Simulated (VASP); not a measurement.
Runs of VASP 6.6.1 on BN. The structure is that of space group F-43m (No. 216), or close to it. The cells are those of the table. 

```csv
level,cell,gap on the mesh (eV),pressure (GPa)
BLYP,"a = 2.579 Å, angles 60.0°, 2 atoms",4.84,-0.3
PBE+D3(BJ),"a = 2.556 Å, angles 60.0°, 2 atoms",4.46,-2.7
PBE+D3(BJ),"a = 2.567 Å, angles 60.0°, 2 atoms",4.45,-7.3
PBE+D3(BJ),"a = 2.550 Å, angles 60.0°, 2 atoms",(a),0.0
PBE,"a = 2.556 Å, angles 60.0°, 2 atoms",4.46,(b)
```

Alike in all rows: task single point; potentials or basis VASP PAW PBE potentials, release 64 (B, N); no spin polarisation; k mesh 12 × 12 × 12; cutoff (eV) 600; smearing gaussian 0.05 eV.

Q: Fill in the values left out.

A: (a) 4.47; (b) 3.0.

Caveats: the PAW data sets were made with another functional, which shifts forces and pressure a little (at least some runs); the cell stands under tension (at least some runs); the cell stands under pressure (at least some runs).

A k mesh can miss the band edges.
